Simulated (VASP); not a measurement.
Input of a VASP 6.6.1 run:

Contents of INCAR:

```
SYSTEM = Al
ALGO = Normal ; EDIFF = 1E-6
ENCUT = 520 ; GGA = PE
ISIF = 2 ; ISMEAR = 0
LASPH = .True. ; LCHARG = .False.
LREAL = .False. ; LWAVE = .False.
NBANDS = 10 ; NELM = 60
PREC = Accurate ; SIGMA = 0.1
```

The input KPOINTS:

```
k-points
0
Gamma
  12 12 8
  0 0 0
```

The input POSCAR:

```
Al
1.0
    2.8401536752      0.0000000000      0.0000000000
   -1.4200768376      2.4596452334      0.0000000000
    0.0000000000      0.0000000000      4.7543579465
Al
2
Direct
    0.6666666667      0.3333333333      0.7500000000
    0.3333333333      0.6666666667      0.2500000000
```

Potentials or basis: VASP PAW PBE potentials, release 64 (Al).

Command:

```console
$ cat potpaw_PBE.64/Al/POTCAR > POTCAR
$ mpirun -np 1 vasp_std > vasp.out
```

(1) Predict the band gap on the k mesh.

(2) Predict the pressure.

Results:

(1) zero (bands 3 and 4 overlap by 6.99 eV).

(2) 0.0 GPa.
